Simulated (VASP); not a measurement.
Ag: single point with PBE

Ag:

```
Ag
1.0
     2.89040    0.00000    0.00000
    -1.44520    2.50316    0.00000
     0.00000    0.00000    4.72526
Ag
2
Direct
  0.33333 0.66667 0.25000
  0.66667 0.33333 0.75000
```

This isn't the form of Ag at room conditions, which is fcc.

| Item | Value |
| --- | --- |
| Program | VASP 6.6.1 |
| Task | single point |
| Functional | PBE |
| Potentials or basis | VASP PAW PBE potentials, release 64 (Ag) |
| Cutoff | 520 eV |
| k mesh | 18 × 18 × 10 |
| Occupations | fermi-dirac, width 0.05 eV |
| Spin | no spin polarisation |

```json
{
 "Pressure": "4.5 GPa",
 "Band gap on the k mesh": "zero (bands 11 and 12 overlap by 7.52 eV)"
}
```

Stress tensor (GPa, compression positive):
```
4.49 0.00 0.00
0.00 4.49 0.00
0.00 0.00 4.58
```

Levels at points of the mesh, in eV from the Fermi level:
```tsv
k point	band 9	band 10	band 11	band 12	band 13	band 14
(0.00, 0.00, 0.00)	-4.10	-3.10	-3.10	-0.39	3.58	15.67
(0.50, 0.00, 0.00)	-2.91	-2.83	0.12	1.56	6.90	7.15
(0.00, 0.00, 0.50)	-3.41	-3.41	-3.41	-3.41	11.12	11.12
(0.50, 0.00, 0.50)	-2.88	-2.88	0.78	0.78	4.60	4.60
```

It took 52 s on 1 thread of AMD EPYC 9R45 (Zen 5), on a shared host, peak memory 0.21 GiB.

Caveat: the cell stands under pressure.
